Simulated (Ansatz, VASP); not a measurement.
**Two plane-wave programs on Te2Mo**

Contents of INCAR:

```
PREC = Accurate
ENCUT = 580
EDIFF = 1E-6
ISMEAR = -1
SIGMA = 0.05
LREAL = F
LASPH = T
NELM = 100
ALGO = Normal
ISIF = 3
LWAVE = F
LCHARG = F
GGA = PE
IBRION = 2
NSW = 60
EDIFFG = -0.01
```

Contents of KPOINTS:

```
Automatic mesh
0
Gamma
  9 9 2
```

File POSCAR:

```
Te2Mo
1.0
    3.5182000000      0.0000000000      0.0000000000
   -1.7591000000      3.0468505756      0.0000000000
    0.0000000000      0.0000000000     13.9736000000
Te Mo
4 2
Direct
    0.6666666667      0.3333333333      0.3790000000
    0.3333333333      0.6666666667      0.8790000000
    0.6666666667      0.3333333333      0.1210000000
    0.3333333333      0.6666666667      0.6210000000
    0.6666666667      0.3333333333      0.7500000000
    0.3333333333      0.6666666667      0.2500000000
```

input.yaml

```yaml
crystal:
  lattice:
    - [3.5182, 0.0, 0.0]
    - [-1.7591, 3.0468505756, 0.0]
    - [0.0, 0.0, 13.9736]
  atoms:
    - { symbol: Te, position: [0.6666666667, 0.3333333333, 0.379] }
    - { symbol: Te, position: [0.3333333333, 0.6666666667, 0.879] }
    - { symbol: Te, position: [0.6666666667, 0.3333333333, 0.121] }
    - { symbol: Te, position: [0.3333333333, 0.6666666667, 0.621] }
    - { symbol: Mo, position: [0.6666666667, 0.3333333333, 0.75] }
    - { symbol: Mo, position: [0.3333333333, 0.6666666667, 0.25] }
hamiltonian:
  xc: pbe
  pseudopotentials: { kind: paw }
kpoints:
  mp_grid: { grid: [9, 9, 2] }
scf:
  occupations: { method: fermi_dirac, width: 0.05 }
output:
  forces: true
  stress: true
relax:
  f_tol: 0.01
  max_steps: 40
  cell: { stress_tol: 0.05 }
```

Alike in both runs: task relaxation of cell and atoms; functional PBE; k mesh 9 × 9 × 2; occupations fermi-dirac, width 0.05 eV; no spin polarisation.

```csv
,VASP,Ansatz
version,VASP 6.6.1,Ansatz 0.2.0
potentials or method,"VASP PAW PBE potentials, release 54 (Te, Mo)",Ansatz PAW
plane-wave cutoff (eV),580,420
valence electrons in the cell,36,92
```

Ansatz gave:

| Item | Value |
| --- | --- |
| relaxed volume (Å³/atom) | 27.78 |
| relaxed cell length with the largest relative difference (Å) | 15.214 |

Problem. What did VASP give for the same quantities?

Solution. Relaxed volume (Å³/atom): 27.65; relaxed cell length with the largest relative difference (Å): 15.177.

VASP's potentials hold 36 valence electrons a cell and Ansatz's 92, so a difference there can come from the potentials and not from the codes.

Spin-orbit coupling is off throughout. Noted on Ansatz's run: odd divisions of the mesh miss points on the zone boundary, where band edges often lie, so the gap on the mesh can be too wide; the plane-wave basis is chosen anew once the cell has moved, so the energies of steps on either side of that aren't comparable.
